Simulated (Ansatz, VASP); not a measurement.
**Two plane-wave programs on GaSb**

```xyz
2
Lattice="0.0000 3.0659 3.0659 3.0659 0.0000 3.0659 3.0659 3.0659 0.0000" Properties=species:S:1:pos:R:3 pbc="T T T"
Ga    0.0000    0.0000    0.0000
Sb    1.5329    1.5329    1.5329
```

Alike in both runs: task single point; functional PBE-based screened hybrid with a share of 0.5 of exact exchange and HFSCREEN = 0.2078; k mesh 4 × 4 × 4; occupations fermi-dirac, width 0.02 eV; no spin polarisation.

|  | VASP | Ansatz |
| --- | --- | --- |
| version | VASP 6.6.1 | Ansatz 0.2.0 |
| potentials or method | VASP PAW PBE potentials, release 64 (Ga_d, Sb_d_GW) | plane waves |
| plane-wave cutoff (eV) | 400 | 420 |
| valence electrons in the cell | 28 | 28 |

Ansatz gave:

* gap on the k mesh at the Fermi level (eV): 1.80

Estimate VASP's values.

gap on the k mesh at the Fermi level (eV): 1.78.

VASP's potentials were made for PBE, not for PBE-based screened hybrid. Ansatz's warnings: stress exchange threshold loose, stress scf threshold loose.

The k mesh is coarse, so the values compare programs but aren't converged. Neither program's run includes spin-orbit coupling.
